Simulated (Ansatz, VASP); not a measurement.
**SrCl2 in VASP and in Ansatz**

```xyz
3
Lattice="0.0000 3.4883 3.4883 3.4883 0.0000 3.4883 3.4883 3.4883 0.0000" Properties=species:S:1:pos:R:3 pbc="T T T"
Sr    0.0000    0.0000    0.0000
Cl    1.7442    1.7442    1.7442
Cl    5.2325    5.2325    5.2325
```

Alike in both runs: task single point; functional PBE; k mesh 4 × 4 × 4; occupations gaussian, width 0.1 eV; no spin polarisation.

|  | VASP | Ansatz |
| --- | --- | --- |
| version | VASP 6.6.1 | Ansatz 0.2.0 |
| potentials or method | VASP PAW PBE potentials, release 64 (Sr_sv, Cl), cutoff 500 eV | scalar-relativistic, plane waves, PAW |
| valence electrons in the cell | 24 | 24 |

Ansatz gave:

* gap on the k mesh at the Fermi level (eV): 5.34
* least direct gap on the mesh (eV): 5.51
* pressure (GPa): 1.0

**Question.** Estimate VASP's values.

**Answer.** gap on the k mesh at the Fermi level (eV): 5.34; least direct gap on the mesh (eV): 5.51; pressure (GPa): 1.1.
